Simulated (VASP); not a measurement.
A run of VASP 6.6.1 is set up as follows.

The input INCAR:

```
PREC = Accurate
ENCUT = 520
EDIFF = 1E-6
ISMEAR = -1
SIGMA = 0.05
LREAL = False
LASPH = True
NELM = 150
ALGO = Normal
ISIF = 2
LWAVE = False
LCHARG = False
ISPIN = 2
MAGMOM = 0 0 0 3 3 3
LORBIT = 11
LMAXMIX = 4
LDAU = True
LDAUTYPE = 2
LDAUL = -1 2
LDAUU = 0 1
LDAUJ = 0 0
LDAUPRINT = 1
NBANDS = 46
```

File KPOINTS:

```
Automatic mesh
0
Gamma
  6 6 7
```

Contents of POSCAR:

```
FeGe
1.0
    4.8509756228      0.0000000000      0.0000000000
   -2.4254878114      4.2010681225      0.0000000000
    0.0000000000      0.0000000000      3.9632646795
Ge Fe
3 3
Direct
    0.6666666667      0.3333333333      0.5000000000
    0.3333333333      0.6666666667      0.5000000000
    0.0000000000      0.0000000000      0.0000000000
    0.0000000000      0.5000000000      0.0000000000
    0.5000000000      0.5000000000      0.0000000000
    0.5000000000      0.0000000000      0.0000000000
```

Potentials or basis: VASP PAW LDA potentials, release 64 (Ge_d, Fe).

Command:

```console
$ cat potpaw_LDA.64/Ge_d/POTCAR potpaw_LDA.64/Fe/POTCAR > POTCAR
$ mpirun -np 1 vasp_std > vasp.out
```

Problem. Estimate the pressure.

Solution. -0.5 GPa.

Problem. Predict the net moment.

Solution. 4.12 μB per cell.

Problem. Predict the site moments.

Solution. Ge -0.05, -0.08 (each value once); Fe +1.44 μB.

Stress tensor (GPa, compression positive):
```
-0.37  0.00  0.00
 0.00 -0.37  0.00
 0.00  0.00 -0.71
```

Caveat: the U is typed as a test and isn't derived for this compound. The state reached can hang on the start; a lower one may exist.
